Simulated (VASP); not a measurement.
# Be2SbP3 (P-3m1) in VASP: a series of runs

Runs on Be2SbP3. Level: PBE. Tasks: relaxation of cell and atoms, single point.

Program: VASP 6.6.1. These are calculated values, not measurements. Logs are shortened: lines on timing, memory, paths and dates and some standing lists are left out, and cuts for length are marked.

**1. The cell of the first run**

It takes space group P-3m1 (No. 164, trigonal). The conventional cell has a = 6.629 Å, b = 6.629 Å, c = 5.318 Å, α = 90.00°, β = 90.00°, γ = 120.00°. Within 3.0 Å of Be (site symmetry -3m) lie 6 P at 2.26 Å. Be (site symmetry 2/m) has 4 P at 2.21 Å and 2 Sb at 2.70 Å within 2.9 Å. Sb (site symmetry 3m) has 3 Be at 2.70 Å and 12 P at 2.95 to 3.58 Å within 3.6 Å. P (site symmetry m) has 3 Be at 2.21 to 2.26 Å and 1 Sb at 2.95 Å and 2 P at 3.00 Å within 3.0 Å.

The cell was generated, and may not be a known phase.

**2. Relaxation of cell and atoms, PBE**

The input, INCAR:

```
SYSTEM = Be2SbP3
PREC     = Accurate       ! precision mode
ENCUT    = 600            ! plane-wave cutoff, eV
EDIFF    = 1E-6           ! SCF threshold, eV
ISMEAR   = 0              ! smearing method
SIGMA    = 0.1            ! smearing width, eV
LREAL    = .False.        ! projectors in reciprocal space
LASPH    = .True.         ! aspherical terms in the spheres
NELM     = 60             ! most SCF steps
ALGO     = Normal         ! electronic algorithm
ISIF     = 3              ! what is computed and relaxed
LWAVE    = .False.        ! write WAVECAR
LCHARG   = .False.        ! write CHGCAR
GGA      = PE             ! functional
IBRION   = 2              ! ionic algorithm
NSW      = 90             ! ionic steps
EDIFFG   = -0.04          ! ionic threshold
```

The input, KPOINTS:

```
regular mesh
0
Gamma
  3 3 4
  0 0 0
```

The input, POSCAR:

```
Be2SbP3
1.0
    6.6287817600      0.0000000000      0.0000000000
   -3.3143908800      5.7406934000      0.0000000000
    0.0000000000      0.0000000000      5.3176212000
Be Sb P
4 2 6
Direct
    0.0000000000      0.0000000000      0.0000000000
    0.0000000000      0.5000000000      0.0000000000
    0.5000000000      0.0000000000      0.0000000000
    0.5000000000      0.5000000000      0.0000000000
    0.6666666700      0.3333333300      0.6426517400
    0.3333333300      0.6666666700      0.3573482600
    0.8305326200      0.1694673800      0.2143511800
    0.8305326200      0.6610652400      0.2143511800
    0.3389347600      0.1694673800      0.2143511800
    0.6610652400      0.8305326200      0.7856488200
    0.1694673800      0.8305326200      0.7856488200
    0.1694673800      0.3389347600      0.7856488200
```

Potentials or basis: VASP PAW PBE potentials, release 64 (Be, Sb, P).

Command:

```sh
cat potpaw_PBE.64/Be/POTCAR potpaw_PBE.64/Sb/POTCAR potpaw_PBE.64/P/POTCAR > POTCAR
mpirun -np 1 vasp_std > vasp.out
```

OUTCAR:

```text
SYSTEM = Be2SbP3
   PREC = Accurate
   ENCUT = 600
   EDIFF = 1E-6
   ISMEAR = 0
   LREAL = .False.
   LASPH = .True.
   NELM = 60
   ISIF = 3
   GGA = PE
   IBRION = 2
   NSW = 90
   EDIFFG = -0.04

 ion  position               nearest neighbor table
   1  0.000  0.000  0.000-   8 2.26  12 2.26   9 2.26  10 2.26  11 2.26   7 2.26
   2  0.000  0.500  0.000-   7 2.21  11 2.21   8 2.21  12 2.21   5 2.70   6 2.70
   3  0.500  0.000  0.000-   7 2.21   9 2.21  10 2.21  11 2.21   5 2.70   6 2.70
   4  0.500  0.500  0.000-   9 2.21  10 2.21   8 2.21  12 2.21   5 2.70   6 2.70
   5  0.667  0.333  0.643-   3 2.70   2 2.70   4 2.70   7 2.95   8 2.95   9 2.95
   6  0.333  0.667  0.357-   3 2.70   2 2.70   4 2.70  11 2.95  12 2.95  10 2.95
   7  0.831  0.169  0.214-   2 2.21   3 2.21   1 2.26   5 2.95
   8  0.831  0.661  0.214-   2 2.21   4 2.21   1 2.26   5 2.95
   9  0.339  0.169  0.214-   4 2.21   3 2.21   1 2.26   5 2.95
  10  0.661  0.831  0.786-   4 2.21   3 2.21   1 2.26   6 2.95
  11  0.169  0.831  0.786-   2 2.21   3 2.21   1 2.26   6 2.95
  12  0.169  0.339  0.786-   2 2.21   4 2.21   1 2.26   6 2.95

  LATTYP: Found a hexagonal cell.
 ALAT       =     6.6287817600
 C/A-ratio  =     0.8022018815

  Lattice vectors:

 A1 = (   6.6287817600,   0.0000000000,   0.0000000000)
 A2 = (  -3.3143908800,   5.7406934000,   0.0000000000)
 A3 = (   0.0000000000,   0.0000000000,   5.3176212000)

Analysis of symmetry for initial positions (statically):
=====================================================================
 Subroutine PRICEL returns:
 Original cell was already a primitive cell.

 Routine SETGRP: Setting up the symmetry group for a
 hexagonal supercell.

 Subroutine GETGRP returns: Found 12 space group operations
 (whereof 12 operations were pure point group operations)
 out of a pool of 24 trial point group operations.

The static configuration has the point symmetry D_3d.

Analysis of symmetry for dynamics (positions and initial velocities):
=====================================================================
 Subroutine PRICEL returns:
 Original cell was already a primitive cell.

 Routine SETGRP: Setting up the symmetry group for a
 hexagonal supercell.

 Subroutine GETGRP returns: Found 12 space group operations
 (whereof 12 operations were pure point group operations)
 out of a pool of 24 trial point group operations.

The dynamic configuration has the point symmetry D_3d.

 Subroutine INISYM returns: Found 12 space group operations
 (whereof 12 operations are pure point group operations),
 and found     1 'primitive' translations

----------------------------------------------------------------------------------------

                                     Primitive cell

  volume of cell :     202.3557

  direct lattice vectors                    reciprocal lattice vectors
     6.628781760  0.000000000  0.000000000     0.150857282  0.087097492  0.000000000
    -3.314390880  5.740693400  0.000000000     0.000000000  0.174194985  0.000000000
     0.000000000  0.000000000  5.317621200     0.000000000  0.000000000  0.188054012

  length of vectors
     6.628781760  6.628781760  5.317621200     0.174194985  0.174194985  0.188054012

  position of ions in fractional coordinates (direct lattice)
     0.000000000  0.000000000  0.000000000
     0.000000000  0.500000000  0.000000000
     0.500000000  0.000000000  0.000000000
     0.500000000  0.500000000  0.000000000
     0.666666670  0.333333330  0.642651740
     0.333333330  0.666666670  0.357348260
     0.830532620  0.169467380  0.214351180
     0.830532620  0.661065240  0.214351180
     0.338934760  0.169467380  0.214351180
     0.661065240  0.830532620  0.785648820
     0.169467380  0.830532620  0.785648820
     0.169467380  0.338934760  0.785648820

  ion indices of the primitive-cell ions
   primitive index   ion index
                 1           1
                 2           2
                 3           3
                 4           4
                 5           5
                 6           6
                 7           7
                 8           8
                 9           9
                10          10
                11          11
                12          12

----------------------------------------------------------------------------------------

 KPOINTS: regular mesh

Automatic generation of k-mesh.
 Grid dimensions read from file:
 generate k-points for:    3    3    4

 Generating k-lattice:

  Cartesian coordinates                     Fractional coordinates (reciprocal lattice)
     0.050285761  0.029032497  0.000000000     0.333333333  0.000000000  0.000000000
     0.000000000  0.058064995  0.000000000     0.000000000  0.333333333  0.000000000
     0.000000000  0.000000000  0.047013503     0.000000000  0.000000000  0.250000000

  Length of vectors
     0.058064995  0.058064995  0.047013503

  Shift w.r.t. Gamma in fractional coordinates (k-lattice)
     0.000000000  0.000000000  0.000000000

 Subroutine IBZKPT returns following result:
 ===========================================

 Found     10 irreducible k-points:

 Following reciprocal coordinates:
            Coordinates               Weight
  0.000000  0.000000  0.000000      1.000000
  0.333333  0.000000  0.000000      6.000000
  0.333333  0.333333  0.000000      2.000000
  0.000000  0.000000  0.250000      2.000000
  0.333333  0.000000  0.250000      6.000000
  0.000000  0.333333  0.250000      6.000000
  0.333333  0.333333  0.250000      4.000000
  0.000000  0.000000  0.500000      1.000000
  0.333333  0.000000  0.500000      6.000000
  0.333333  0.333333  0.500000      2.000000
   k-points           NKPTS =     10   k-points in BZ     NKDIM =     10   number of bands    NBANDS=     31
   number of dos      NEDOS =    301   number of ions     NIONS =     12
   total plane-waves  NPLWV = 122472
   dimension x,y,z NGX =    54 NGY =   54 NGZ =   42
   dimension x,y,z NGXF=   108 NGYF=  108 NGZF=   84
   ions per type =               4   2   6
   NGX,Y,Z   is equivalent  to a cutoff of  13.54, 13.54, 13.13 a.u.
   NGXF,Y,Z  is equivalent  to a cutoff of  27.09, 27.09, 26.26 a.u.
 SYSTEM =  Be2SbP3
   PREC   = accura    normal or accurate (medium, high low for compatibility)
   ISTART =      0    job   : 0-new  1-cont  2-samecut
   ICHARG =      2    charge: 1-file 2-atom 10-const
   ISPIN  =      1    spin polarized calculation?
   LNONCOLLINEAR =      F non collinear calculations
   LSORBIT =      F    spin-orbit coupling
   LASPH  =      T    aspherical Exc in radial PAW
   ENCUT  =  600.0 eV  44.10 Ry    6.64 a.u.  13.24 13.24 10.62*2*pi/ulx,y,z
   NELM   =     60;   NELMIN=  2; NELMDL= -5     # of ELM steps
   EDIFF  = 0.1E-05   stopping-criterion for ELM
   LREAL  =      F    real-space projection
   EDIFFG = -.4E-01   stopping-criterion for IOM
   NSW    =     90    number of steps for IOM
   IBRION =      2    ionic relax: 0-MD 1-quasi-New 2-CG
   NFREE  =      1    steps in history (QN), initial steepest desc. (CG)
   ISIF   =      3    stress and relaxation
   ISYM   =      2    0-nonsym 1-usesym 2-fastsym
   POTIM  = 0.5000    time-step for ionic-motion
   TEBEG  =    0.0;   TEEND  =   0.0 temperature during run
   PSTRESS=    0.0 pullay stress
   NELECT =      48.0000    total number of electrons
   NUPDOWN=      -1.0000    fix difference up-down
   EMIN   =  10.00;   EMAX   =-10.00  energy-range for DOS
   EFERMI =   0.00;   METHOD = LEGACY
   ISMEAR =     0;   SIGMA  =   0.10  broadening in eV -4-tet -1-fermi 0-gaus
   EFERMI_NEDOS =   21; number of points for ismear=-14 and -15
   IALGO  =     38    algorithm
   IMIX   =      4    mixing-type and parameters
     AMIX     =   0.40;   BMIX     =  1.00
     AMIX_MAG =   1.60;   BMIX_MAG =  1.00
  volume/ion in A,a.u.               =      16.86       113.80
  Fermi-wavevector in a.u.,A,eV,Ry     =   1.013406  1.915059 13.973067  1.026991
  Thomas-Fermi vector in A             =   2.146573
   LORBIT       =      0    0 simple, 1 ext, 2 COOP (PROOUT), +10 PAW based schemes
   GGA     = PE    functional components
   LHFCALC =     F    Hartree Fock is set to
   AEXX    =    0.0000 exact exchange contribution
   IVDW    =     0    specifies the selected vdW correction
   LEPSILON=     F    determine dielectric tensor
   LRPA    =     F    only Hartree local field effects (RPA)
 conjugate gradient relaxation of ions
 non-spin polarized calculation
 Gauss-broadening in eV      SIGMA  =   0.10
  energy-cutoff  :      600.00
  volume of cell :      202.36
 maximum number of plane-waves:      6771
 NGX is ok and might be reduce to    54
   NGX = 27   NGY = 27   NGZ = 21

--------------------------------------- Ionic step        1  -------------------------------------------

 number of electron      47.9999998 magnetization

 Free energy of the ion-electron system (eV)
  ---------------------------------------------------
  ext. energy  EPLUGINS =         0.00000000
  ---------------------------------------------------
  free energy    TOTEN  =       -51.67501072 eV

  energy without entropy =      -51.64996649  energy(sigma->0) =      -51.66248861

------------------------ aborting loop because EDIFF is reached ----------------------------------------

  FORCE on cell =-STRESS in cart. coord.  units (eV):
  Direction    XX          YY          ZZ          XY          YZ          ZX
  --------------------------------------------------------------------------------------
  -------------------------------------------------------------------------------------
  Total       -1.9452708     -1.9452708     -6.5246608      0.0000000      0.0000000      0.0000000
  in kB      -15.4019309    -15.4019309    -51.6598393      0.0000000      0.0000000      0.0000000
  external PRESSURE =     -27.4879004 kB  Pullay stress =       0.0000000 kB
[... 119 lines left out ...]
  FREE ENERGIE OF THE ION-ELECTRON SYSTEM (eV)
  ---------------------------------------------------
  free  energy   TOTEN  =       -51.9925166561 eV

  energy  without entropy=      -51.9533906074  energy(sigma->0) =      -51.97295363

 E-fermi :   6.2762     XC(G=0): -10.0012

 val. band max:        6.2503802180   @ k =   0.3333   0.0000   0.5000
 cond. band min:       6.3143368470   @ k =   0.0000   0.3333   0.2500
 fundamental gap:      0.0639566290
 Fermi energy:         6.2761520584

 k-point     1 :       0.0000    0.0000    0.0000
  band No.  band energies     occupation
      1      -7.0385      2.00000
      2      -4.8189      2.00000
      3      -4.2447      2.00000
      4      -4.2447      2.00000
      5      -3.0915      2.00000
      6      -3.0915      2.00000
[... 329 lines left out ...]
     30       9.4330      0.00000
     31       9.5596      0.00000

[... ionic steps 4 to 14 ...]

--------------------------------------- Ionic step       15  -------------------------------------------

 number of electron      48.0000001 magnetization

------------------------ aborting loop because EDIFF is reached ----------------------------------------
[... 87 lines left out ...]
--------------------------------------- Ionic step       17  -------------------------------------------

 number of electron      48.0000005 magnetization

 Free energy of the ion-electron system (eV)
  ---------------------------------------------------
  ext. energy  EPLUGINS =         0.00000000
  ---------------------------------------------------
  free energy    TOTEN  =       -52.42167648 eV

  energy without entropy =      -52.38995276  energy(sigma->0) =      -52.40581462

 E-fermi :   6.0826     XC(G=0):  -9.9195

 val. band max:        6.0246896869   @ k =   0.3333   0.0000   0.5000
 cond. band min:       6.1192086964   @ k =   0.0000   0.3333   0.2500
 fundamental gap:      0.0945190096
 Fermi energy:         6.0825704688

 k-point     1 :       0.0000    0.0000    0.0000
  band No.  band energies     occupation
      1      -7.1303      2.00000
      2      -4.9453      2.00000
      3      -4.4096      2.00000
      4      -4.4096      2.00000
      5      -3.2474      2.00000
      6      -3.2474      2.00000
[... 368 lines left out ...]
  FREE ENERGIE OF THE ION-ELECTRON SYSTEM (eV)
  ---------------------------------------------------
  free  energy   TOTEN  =       -52.4216764757 eV

  energy  without entropy=      -52.3899527566  energy(sigma->0) =      -52.40581462

 reached required accuracy - stopping structural energy minimisation
```

Run time: 15 min. Hardware: 1 thread of AMD EPYC 9755, shared host; peak memory 0.38 GiB.

Results:

```yaml
Free_energy: -52.4217 eV
Relaxed_volume: 17.36 Å³/atom
Relaxed_cell: a = 6.710 Å, b = 6.710 Å, c = 5.341 Å, α = 90.00°, β = 90.00°, γ = 120.00°
Space_group_after_relaxing_to_0.1_Å: P-3m1 (No. 164)
Energy_gained_by_relaxing: 62.2 meV/atom
Ionic_steps: 17
Pressure_after_relaxing: -0.1 GPa
Largest_force_after_relaxing: 0.029 eV/Å
Band_gap_on_the_k_mesh: zero (bands 24 and 25 overlap by 1.36 eV)
```

Forces on the atoms (eV/Å):
```
Be   0.000  0.000  0.000
Be   0.000  0.000  0.000
Be   0.000  0.000  0.000
Be   0.000  0.000  0.000
Sb   0.000  0.000 -0.026
Sb   0.000  0.000  0.026
P   -0.023  0.013 -0.012
P    0.000 -0.026 -0.012
P    0.023  0.013 -0.012
P   -0.023 -0.013  0.012
P    0.023 -0.013  0.012
P    0.000  0.026  0.012
```

Step by step:
| step | energy change (eV) | largest force (eV/Å) | pressure (GPa) | volume (Å³) |
| --- | --- | --- | --- | --- |
| 1 | 0.0000 | 1.2915 | -2.75 | 202.36 |
| 2 | -0.2764 | 1.1162 | 0.71 | 193.98 |
| 3 | -0.3175 | 0.9478 | 3.05 | 189.46 |
| 4 | -0.5141 | 0.5627 | 2.64 | 191.85 |
| 5 | -0.5640 | 0.0918 | 2.66 | 193.95 |
| 6 | -0.6385 | 0.2198 | -0.90 | 202.91 |
| 7 | -0.6396 | 0.2012 | -0.55 | 201.92 |
| 8 | -0.6785 | 0.2031 | -0.37 | 202.29 |
| 9 | -0.7050 | 0.2588 | -0.04 | 202.79 |
| 10 | -0.7053 | 0.2653 | 0.00 | 202.85 |
| 11 | -0.7198 | 0.1513 | 0.34 | 203.02 |
| 12 | -0.7308 | 0.0800 | 1.02 | 203.35 |
| 13 | -0.7384 | 0.0707 | 0.65 | 204.81 |
| 14 | -0.7435 | 0.0793 | -0.15 | 208.14 |
| 15 | -0.7438 | 0.0667 | -0.01 | 207.53 |
| 16 | -0.7449 | 0.0573 | -0.02 | 207.72 |
| 17 | -0.7467 | 0.0291 | -0.08 | 208.29 |

Final structure:
```xyz
12
Lattice="6.7105 0.0000 0.0000 -3.3552 5.8114 0.0000 0.0000 0.0000 5.3411" Properties=species:S:1:pos:R:3 pbc="T T T"
Be    0.0000    0.0000    0.0000
Be   -1.6776    2.9057    0.0000
Be    3.3552    0.0000    0.0000
Be    1.6776    2.9057    0.0000
Sb    3.3552    1.9371    3.0186
Sb    0.0000    3.8743    2.3225
P     4.9454    1.0191    1.0637
P     3.3552    3.7733    1.0637
P     1.7651    1.0191    1.0637
P     1.5902    4.7924    4.2774
P    -1.5902    4.7924    4.2774
P     0.0000    2.0381    4.2774
```

Caveat: the k points lie up to 0.36 Å⁻¹ apart in the final cell, too coarse for converged energies and pressures of a metal; spin-orbit coupling is left out, which moves the levels of the heavy elements.

[end of part 1 of 2]

The gap in the log of VASP goes by the Fermi energy; the results here count the filled bands.